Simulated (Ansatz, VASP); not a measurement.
# ZnSiP2 in VASP and in Ansatz

File INCAR:

```
SYSTEM = ZnSiP2
  ALGO = Normal
  EDIFF = 1E-6
  ENCUT = 500
  GGA = CA
  GGA_COMPAT = .False.
  ISIF = 2
  ISMEAR = 0
  LASPH = .True.
  LCHARG = .False.
  LREAL = .False.
  LWAVE = .False.
  NBANDS = 36
  NELM = 120
  PREC = Accurate
  SIGMA = 0.0289
```

Contents of KPOINTS:

```
k-points
0
Gamma
  4 4 4
  0 0 0
```

File POSCAR:

```
ZnSiP2
1.0
    0.0000000000      5.3417680000      0.0000000000
    5.3417680000      0.0000000000      0.0000000000
    2.6708840000      2.6708840000     -5.2635000000
Si Zn P
2 2 4
Direct
    0.5000000000      0.5000000000      0.0000000000
    0.2500000000      0.7500000000      0.5000000000
    0.0000000000      0.0000000000      0.0000000000
    0.7500000000      0.2500000000      0.5000000000
    0.3750000000      0.3890000000      0.7500000000
    0.6110000000      0.1250000000      0.2500000000
    0.8750000000      0.8610000000      0.7500000000
    0.1390000000      0.6250000000      0.2500000000
```

Input for Ansatz:

```yaml
crystal:
  lattice:
    - [0.0, 5.341768, 0.0]
    - [5.341768, 0.0, 0.0]
    - [2.670884, 2.670884, -5.2635]
  atoms:
    - { symbol: Si, position: [0.5, 0.5, 0.0] }
    - { symbol: Si, position: [0.25, 0.75, 0.5] }
    - { symbol: Zn, position: [0.0, 0.0, 0.0] }
    - { symbol: Zn, position: [0.75, 0.25, 0.5] }
    - { symbol: P, position: [0.375, 0.389, 0.75] }
    - { symbol: P, position: [0.611, 0.125, 0.25] }
    - { symbol: P, position: [0.875, 0.861, 0.75] }
    - { symbol: P, position: [0.139, 0.625, 0.25] }
  symmetry: { tolerance: 0.0003 }
kpoints:
  mp_grid: { grid: [4, 4, 4], shift: [0, 0, 0] }
magnetization:
  spin_polarized: false
scf:
  occupations: { method: gaussian, width: 0.0289 }
hamiltonian:
  pseudopotentials: { kind: paw }
  xc: lda
basis:
  ecutwfc: 500
output:
  forces: true
  stress: true
  eigenvalues: true
```

Alike in both runs: task single point; functional LDA; k mesh 4 × 4 × 4; occupations gaussian, width 0.0289 eV; no spin polarisation.

```csv
,VASP,Ansatz
version,VASP 6.6.1,Ansatz 0.2.0
potentials or method,"VASP PAW LDA potentials, release 64 (Si, Zn, P), cutoff 500 eV",PAW plane waves
valence electrons in the cell,52,52
```

VASP gave:

| Item | Value |
| --- | --- |
| gap on the k mesh at the Fermi level (eV) | 1.24 |
| pressure (GPa) | -2.4 |
| traceless stress, the component that is largest in VASP (GPa) | -0.44 |
| rms of the force components (eV/Å) | 0.001 |

Question: Estimate Ansatz's values.

Answer: gap on the k mesh at the Fermi level (eV): 1.24; pressure (GPa): -2.5; traceless stress, the component that is largest in VASP (GPa): -0.44; rms of the force components (eV/Å): 0.012.

LDA's correlation is that of Perdew and Zunger in VASP and of Perdew and Wang (1992) in Ansatz. Atom by atom the forces differ by 0.012 eV/Å (rms over components).
